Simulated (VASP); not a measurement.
Set up this calculation in VASP 6.6.1, as the native input.

- Task: relaxation of cell and atoms
- Functional: r2SCAN
- Potentials or basis: VASP PAW PBE potentials, release 64 (Ti_sv)
- Cutoff: 600 eV
- k mesh: 12 × 12 × 12
- Occupations: gaussian, width 0.1 eV
- Spin: no spin polarisation
- Dipole correction: no
- Further INCAR settings: ALGO = Normal; EDIFF = 1e-06; IBRION = 2; EDIFFG = -0.02; NSW = 90; ISIF = 3

Crystal: Ti.

```xyz
3
Lattice="4.6000 0.0000 0.0000 -2.3000 3.9837 0.0000 0.0000 0.0000 2.8200" Properties=species:S:1:pos:R:3 pbc="T T T"
Ti    0.0000    0.0000    0.0000
Ti    0.0000    2.6558    1.4100
Ti    2.3000    1.3279    1.4100
```

This isn't the form of Ti at room conditions, which is hcp.

These files were run (other wordings do the same):

POSCAR

```
Ti
1.0
    4.6000000000      0.0000000000      0.0000000000
   -2.3000000000      3.9837168574      0.0000000000
    0.0000000000      0.0000000000      2.8200000000
Ti
3
Direct
    0.0000000000      0.0000000000      0.0000000000
    0.3333333333      0.6666666667      0.5000000000
    0.6666666667      0.3333333333      0.5000000000
```

INCAR.step1

```
PREC     = Accurate       # precision mode
ENCUT    = 600            # plane-wave cutoff, eV
ISMEAR   = 0              # smearing method
SIGMA    = 0.1            # smearing width, eV
LREAL    = F              # projectors in reciprocal space
LASPH    = T              # aspherical terms in the spheres
NELM     = 60             # most SCF steps
GGA      = PE             # functional
ALGO     = Normal         # electronic algorithm
EDIFF    = 1E-4           # SCF threshold, eV
LWAVE    = T              # write WAVECAR
LCHARG   = F              # write CHGCAR
```

INCAR.step2

```
PREC     = Accurate       # precision mode
ENCUT    = 600            # plane-wave cutoff, eV
EDIFF    = 1E-6           # SCF threshold, eV
ISMEAR   = 0              # smearing method
SIGMA    = 0.1            # smearing width, eV
LREAL    = F              # projectors in reciprocal space
LASPH    = T              # aspherical terms in the spheres
NELM     = 60             # most SCF steps
ALGO     = Normal         # electronic algorithm
ISIF     = 3              # what is computed and relaxed
LWAVE    = F              # write WAVECAR
LCHARG   = F              # write CHGCAR
METAGGA  = R2SCAN         # meta-GGA
LMIXTAU  = T            
IBRION   = 2              # ionic algorithm
NSW      = 90             # ionic steps
EDIFFG   = -0.02          # ionic threshold
ISTART   = 1
```

KPOINTS

```
regular mesh
0
Gamma
  12 12 12
```

Potentials or basis: VASP PAW PBE potentials, release 64 (Ti_sv).

Run with:

```console
$ cat potpaw_PBE.64/Ti_sv/POTCAR > POTCAR
$ cp INCAR.step1 INCAR
$ mpirun -np 1 vasp_std > vasp.out
$ cp INCAR.step2 INCAR
$ mpirun -np 1 vasp_std > vasp.out
```

Results of the run:

```json
{
 "Relaxed volume": "17.09 Å³/atom",
 "Relaxed cell": "a = 4.574 Å, b = 4.574 Å, c = 2.829 Å, α = 90.00°, β = 90.00°, γ = 120.00°",
 "Space group after relaxing (to 0.1 Å)": "P6/mmm (No. 191)",
 "Energy gained by relaxing": "0.9 meV/atom",
 "Ionic steps": "4",
 "Pressure after relaxing": "-0.1 GPa",
 "Band gap on the k mesh": "zero (bands 18 and 19 overlap by 0.23 eV)"
}
```

Caveat: the PAW data sets were made with another functional, which shifts forces and pressure a little.

Run time: 87 min on 1 thread of Oxide Virtual Turin-like Processor, with other jobs on the host, peak memory 0.28 GiB.
